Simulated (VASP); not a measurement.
# AlN (P6_3mc) in VASP: vibrations by perturbation theory with PBE

Aim: the vibrations by perturbation theory of AlN with PBE.

All numbers are computed with VASP 6.6.1; they aren't measurements. Logs are shortened: lines on timing, memory, paths and dates and some standing lists are left out, and cuts for length are marked.

## 1. The cell of the first run

Symmetry: P6_3mc, No. 186, hexagonal system. The conventional cell has a = 3.113 Å, b = 3.113 Å, c = 4.981 Å, α = 90.00°, β = 90.00°, γ = 120.00°. Within 2.5 Å of Al (site symmetry 3m) lie 4 N at 1.89 Å. N (site symmetry 3m) has 4 Al at 1.89 Å within 2.5 Å.

## 2. Vibrations by perturbation theory, PBE

INCAR reads:

```
SYSTEM = AlN
PREC = Accurate
ENCUT = 520
EDIFF = 1E-8
ISMEAR = 0
SIGMA = 0.01
LREAL = .False.
LASPH = .True.
NELM = 60
ALGO = Normal
ISIF = 2
LWAVE = .False.
LCHARG = .False.
GGA = PE
IBRION = 8
NSW = 1
```

KPOINTS reads:

```
regular mesh
0
Gamma
  8 8 4
  0 0 0
```

POSCAR reads:

```
AlN
1.0
    3.1130000000      0.0000000000      0.0000000000
   -1.5565000000      2.6959370000      0.0000000000
    0.0000000000      0.0000000000      4.9810000000
Al N
2 2
Direct
    0.3333333333      0.6666666667      0.0000000000
    0.6666666667      0.3333333333      0.5000000000
    0.3333333333      0.6666666667      0.3800000000
    0.6666666667      0.3333333333      0.8800000000
```

Potentials or basis: VASP PAW PBE potentials, release 64 (Al, N).

Run with:

```sh
> cat potpaw_PBE.64/Al/POTCAR potpaw_PBE.64/N/POTCAR > POTCAR
> mpirun -np 1 vasp_std > vasp.out
```

OUTCAR:

```text
SYSTEM = AlN
   PREC = Accurate
   ENCUT = 520
   EDIFF = 1E-8
   ISMEAR = 0
   LREAL = .False.
   LASPH = .True.
   NELM = 60
   ISIF = 2
   GGA = PE
   IBRION = 8
   NSW = 1

 ion  position               nearest neighbor table
   1  0.333  0.667  0.000-   3 1.89   4 1.89   4 1.89   4 1.89   2 3.07   2 3.07   2 3.07   2 3.07
                             2 3.07   2 3.07
   2  0.667  0.333  0.500-   4 1.89   3 1.89   3 1.89   3 1.89   1 3.07   1 3.07   1 3.07   1 3.07
                             1 3.07   1 3.07
   3  0.333  0.667  0.380-   1 1.89   2 1.89   2 1.89   2 1.89
   4  0.667  0.333  0.880-   2 1.89   1 1.89   1 1.89   1 1.89

  LATTYP: Found a hexagonal cell.
 ALAT       =     3.1130000000
 C/A-ratio  =     1.6000642467

  Lattice vectors:

 A1 = (   3.1130000000,   0.0000000000,   0.0000000000)
 A2 = (  -1.5565000000,   2.6959370000,   0.0000000000)
 A3 = (   0.0000000000,   0.0000000000,   4.9810000000)

Analysis of symmetry for initial positions (statically):
=====================================================================
 Subroutine PRICEL returns:
 Original cell was already a primitive cell.

 Routine SETGRP: Setting up the symmetry group for a
 hexagonal supercell.

 Subroutine GETGRP returns: Found 12 space group operations
 (whereof  6 operations were pure point group operations)
 out of a pool of 24 trial point group operations.

The static configuration has the point symmetry C_3v.
 The point group associated with its full space group is C_6v.

Analysis of symmetry for dynamics (positions and initial velocities):
=====================================================================
 Subroutine PRICEL returns:
 Original cell was already a primitive cell.

 Routine SETGRP: Setting up the symmetry group for a
 hexagonal supercell.

 Subroutine GETGRP returns: Found 12 space group operations
 (whereof  6 operations were pure point group operations)
 out of a pool of 24 trial point group operations.

The dynamic configuration has the point symmetry C_3v.
 The point group associated with its full space group is C_6v.

 Subroutine INISYM returns: Found 12 space group operations
 (whereof  6 operations are pure point group operations),
 and found     1 'primitive' translations

----------------------------------------------------------------------------------------

                                     Primitive cell

  volume of cell :      41.8028

  direct lattice vectors                    reciprocal lattice vectors
     3.113000000  0.000000000  0.000000000     0.321233537  0.185464275  0.000000000
    -1.556500000  2.695937000  0.000000000     0.000000000  0.370928549  0.000000000
     0.000000000  0.000000000  4.981000000     0.000000000  0.000000000  0.200762899

  length of vectors
     3.113000000  3.112999929  4.981000000     0.370928541  0.370928549  0.200762899

  position of ions in fractional coordinates (direct lattice)
     0.333333333  0.666666667  0.000000000
     0.666666667  0.333333333  0.500000000
     0.333333333  0.666666667  0.380000000
     0.666666667  0.333333333  0.880000000

  ion indices of the primitive-cell ions
   primitive index   ion index
                 1           1
                 2           2
                 3           3
                 4           4
[... 142 lines left out ...]
     11      16.7365      0.00000
     12      17.2868      0.00000
[... 331 lines left out ...]
 k-point    24 :       0.3750    0.0000    0.5000
  band No.  band energies     occupation
      1      -6.9710      2.00000
      2      -6.9710      2.00000
      3       1.0559      2.00000
      4       1.0559      2.00000
      5       4.6454      2.00000
      6       4.6454      2.00000
      7       4.8052      2.00000
      8       4.8052      2.00000
      9      11.7997      0.00000
     10      11.7997      0.00000
     11      15.6315      0.00000
     12      15.6315      0.00000

 [... further k-points ...]

------------------------ aborting loop because EDIFF is reached ----------------------------------------

  FORCE on cell =-STRESS in cart. coord.  units (eV):
  Direction    XX          YY          ZZ          XY          YZ          ZX
  --------------------------------------------------------------------------------------
  -------------------------------------------------------------------------------------
  Total        0.7567430      0.7567429      1.1881413      0.0000000      0.0000000      0.0000000
  in kB       29.0037115     29.0037097     45.5379297      0.0000000      0.0000000      0.0000000
  external PRESSURE =      34.5151170 kB  Pullay stress =       0.0000000 kB

 VOLUME and BASIS-vectors are now :
 -----------------------------------------------------------------------------
  energy-cutoff  :      520.00
  volume of cell :       41.80
      direct lattice vectors                 reciprocal lattice vectors
     3.113000000  0.000000000  0.000000000     0.321233537  0.185464275  0.000000000
    -1.556500000  2.695937000  0.000000000     0.000000000  0.370928549  0.000000000
     0.000000000  0.000000000  4.981000000     0.000000000  0.000000000  0.200762899

 POSITION                                       TOTAL-FORCE (eV/Angst)
 -----------------------------------------------------------------------------------
     -0.00000      1.79729      0.00000        -0.000000      0.000000     -0.128903
      1.55650      0.89865      2.49050        -0.000000      0.000000     -0.128903
     -0.00000      1.79729      1.89278        -0.000000      0.000000      0.128903
      1.55650      0.89865      4.38328         0.000000      0.000000      0.128903
 -----------------------------------------------------------------------------------
    total drift:                               -0.000000     -0.000000      0.000395

  FREE ENERGIE OF THE ION-ELECTRON SYSTEM (eV)
  ---------------------------------------------------
  free  energy   TOTEN  =       -29.7712248882 eV

  energy  without entropy=      -29.7712248882  energy(sigma->0) =      -29.77122489

[... ionic steps 2 to 9 ...]

--------------------------------------- Ionic step       10  -------------------------------------------

------------------------ aborting loop because EDIFF is reached ----------------------------------------

[... ionic steps 11 to 11 ...]

--------------------------------------- Ionic step       12  -------------------------------------------

 Free energy of the ion-electron system (eV)
  ---------------------------------------------------
  ---------------------------------------------------
  free energy    TOTEN  =        -0.25436752 eV

  energy without entropy =       -0.25436752

------------------------ aborting loop because EDIFF is reached ----------------------------------------

 INTERNAL STRAIN TENSOR  FOR ION    3  DIRECTION 3   (eV/Angst):
 -----------------------------------------------------------------------------
     5.51300  0.00000 -0.00000
     0.00000  5.51300 -0.00000
    -0.00000 -0.00000-13.17173

 INTERNAL STRAIN TENSOR FOR ION    4 for displacements in x,y,z  (eV/Angst):
          X           Y           Z          XY          YZ          ZX
  --------------------------------------------------------------------------------
  x     0.00000     0.00000     0.00000    10.37511     0.00000     5.35702
  y    10.37511   -10.37511     0.00000     0.00000     5.39415     0.00000
  z     5.51300     5.51300   -13.17173    -0.00000     0.00000     0.00000

 SECOND DERIVATIVES (NOT SYMMETRIZED)
 ------------------------------------
               1X          1Y          1Z          2X          2Y          2Z          3X          3Y          3Z          4X          4Y          4Z
  1X   -15.401413   -0.000000    0.000000    0.675769    0.000000    0.000000    1.415194    0.000000   -0.000000   13.310450    0.000000    0.000000
  1Y     0.000000  -15.401412    0.000000   -0.000000    0.675769    0.000000    0.000000    1.415194    0.000000   -0.000000   13.310449    0.000000
  1Z     0.000000    0.000000  -21.825292    0.000000   -0.000000    8.485711    0.000000    0.000000    7.142689    0.000000    0.000000    6.196892
  2X     0.675769    0.000000    0.000000  -15.401413   -0.000000   -0.000000   13.310450    0.000000   -0.000000    1.415194    0.000000    0.000000
  2Y    -0.000000    0.675769    0.000000    0.000000  -15.401412    0.000000   -0.000000   13.310449   -0.000000   -0.000000    1.415194    0.000000
  2Z     0.000000    0.000000    8.485711   -0.000000    0.000000  -21.825292    0.000000    0.000000    6.196892   -0.000000    0.000000    7.142689
  3X     1.415201   -0.000000   -0.000000   13.310673    0.000000   -0.000000  -15.460254    0.000000   -0.000000    0.734381    0.000000    0.000000
  3Y     0.000000    1.415200    0.000000    0.000000   13.310672    0.000000    0.000000  -15.460253    0.000000   -0.000000    0.734381    0.000000
  3Z     0.000000    0.000000    7.099276    0.000000    0.000000    6.237685    0.000000   -0.000000  -20.434323    0.000000    0.000000    7.097362
  4X    13.310673    0.000000    0.000000    1.415201   -0.000000    0.000000    0.734381    0.000000    0.000000  -15.460254    0.000000    0.000000
  4Y     0.000000   13.310672    0.000000    0.000000    1.415200    0.000000    0.000000    0.734381    0.000000    0.000000  -15.460253   -0.000000
  4Z     0.000000    0.000000    6.237685    0.000000    0.000000    7.099276    0.000000   -0.000000    7.097362    0.000000    0.000000  -20.434323

 Eigenvectors and eigenvalues of the dynamical matrix
 ----------------------------------------------------

   1 f  =   21.936622 THz   137.831861 2PiTHz  731.726949 cm-1    90.722538 meV
             X         Y         Z           dx          dy          dz
     -0.000000  1.797291  0.000000     0.000000    0.000000    0.038824
      1.556500  0.898646  2.490500     0.000000    0.000000   -0.038824
     -0.000000  1.797291  1.892780    -0.000000   -0.000000   -0.706040
      1.556500  0.898646  4.383280    -0.000000   -0.000000    0.706040
[... 71 lines left out ...]
  12 f/i=    0.000876 THz     0.005504 2PiTHz    0.029221 cm-1     0.003623 meV
             X         Y         Z           dx          dy          dz
     -0.000000  1.797291  0.000000     0.000000    0.000000    0.573724
      1.556500  0.898646  2.490500     0.000000    0.000000    0.573724
     -0.000000  1.797291  1.892780     0.000000    0.000000    0.413329
      1.556500  0.898646  4.383280     0.000000    0.000000    0.413329

--------------------------------------------------------------------------------------------------------

 ELASTIC MODULI CONTR FROM IONIC RELAXATION (kBar)
 Direction    XX          YY          ZZ          XY          YZ          ZX
 --------------------------------------------------------------------------------
 XX        -689.3155    339.4549    417.9222      0.0000      0.0000      0.0000
 YY         339.4549   -689.3155    417.9222     -0.0000     -0.0000     -0.0000
 ZZ         417.9222    417.9222   -998.4490     -0.0000     -0.0000     -0.0000
 XY           0.0000     -0.0000     -0.0000   -514.3852      0.0000      0.0000
 YZ           0.0000      0.0000     -0.0000      0.0000   -138.3818     -0.0000
 ZX           0.0000     -0.0000     -0.0000      0.0000     -0.0000   -146.5323
 --------------------------------------------------------------------------------
```

It took 5.9 min on 1 thread of Intel Xeon 8259CL, shared host; peak memory 0.3 GiB.

What came out:

```
Highest phonon frequency at Γ, LO-TO splitting left out : 732 cm⁻¹
```

Phonon frequencies in cm⁻¹ (negative: imaginary):
| q point | frequencies |
| --- | --- |
| (0.000, 0.000, 0.000) | 0 0 0 235 235 552 627 649 649 659 659 732 |

Caveat: the cell stands under pressure or tension, which shifts response properties.
